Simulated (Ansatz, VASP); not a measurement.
Two plane-wave programs on MgO

```
Mg O
1.0
     0.00000    2.10217    2.10217
     2.10217    0.00000    2.10217
     2.10217    2.10217    0.00000
Mg O
1 1
Direct
  0.00000 0.00000 0.00000
  0.50000 0.50000 0.50000
```

Alike in both runs: task single point; functional PBE-based screened hybrid; k mesh 6 × 6 × 6; no spin polarisation.

|  | VASP | Ansatz |
| --- | --- | --- |
| version | VASP 6.6.1 | Ansatz 0.2.0 |
| potentials or method | VASP PAW PBE potentials, release 64 (Mg, O) | plane waves |
| plane-wave cutoff (eV) | 520 | 420 |
| occupations | gaussian, width 0.01 eV | fixed |
| valence electrons in the cell | 8 | 16 |

Ansatz gave:

| Quantity | Value |
| --- | --- |
| gap on the k mesh at the Fermi level (eV) | 5.43 |
| pressure (GPa) | 2.5 |

Which values does VASP return?

gap on the k mesh at the Fermi level (eV): 5.40; pressure (GPa): 2.0.

VASP's potentials were made for PBE, not for PBE-based screened hybrid. VASP's potentials hold 8 valence electrons a cell and Ansatz's 16, so a difference there can come from the potentials and not from the codes. Ansatz's warnings: stress exchange threshold loose, stress scf threshold loose.

The k mesh is coarse, so the values compare programs but aren't converged.
